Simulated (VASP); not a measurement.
Wanted: the native input for a VASP 6.6.1 run.

| Property | Result |
| --- | --- |
| Task | single point |
| Functional | PBE |
| Potentials or basis | VASP PAW PBE potentials, release 64 (Sn_d, F) |
| Cutoff | 520 eV |
| k mesh | 4 × 4 × 4 |
| Occupations | gaussian, width 0.1 eV |
| Spin | no spin polarisation |
| Dipole correction | no |
| Further INCAR settings | ALGO = Normal; EDIFF = 1e-07; NBANDS = 24 |

The structure of Sn2F lies in POSCAR:

```
Sn2F
1.0
    0.0000000000      3.3101070400      3.3101070400
    3.3101070400      0.0000000000      3.3101070400
    3.3101070400      3.3101070400      0.0000000000
Sn F
2 1
Direct
    0.2500000000      0.2500000000      0.2500000000
    0.7500000000      0.7500000000      0.7500000000
    0.5000000000      0.5000000000      0.5000000000
```

One way to write it, as run:

INCAR

```
  PREC = Accurate
  ENCUT = 520
  EDIFF = 1E-7
  ISMEAR = 0
  SIGMA = 0.1
  LREAL = F
  LASPH = T
  NELM = 80
  ALGO = Normal
  ISIF = 2
  LWAVE = F
  LCHARG = F
  GGA = PE
  NBANDS = 24
```

KPOINTS

```
Automatic mesh
0
Gamma
  4 4 4
```

Potentials or basis: VASP PAW PBE potentials, release 64 (Sn_d, F).

Launch:

```console
$ cat potpaw_PBE.64/Sn_d/POTCAR potpaw_PBE.64/F/POTCAR > POTCAR
$ mpirun -np 1 vasp_std > vasp.out
```

Results of the run:

- Pressure: -1.5 GPa

Caveat: the k points lie up to 0.41 Å⁻¹ apart; an odd number of electrons without spin polarisation forces a metal; a magnetic or distorted state may lie lower.

Run time: 19 s on 1 thread of AMD EPYC 7R43 64-Core Processor (Zen 3) (shared host), peak memory 0.17 GiB.
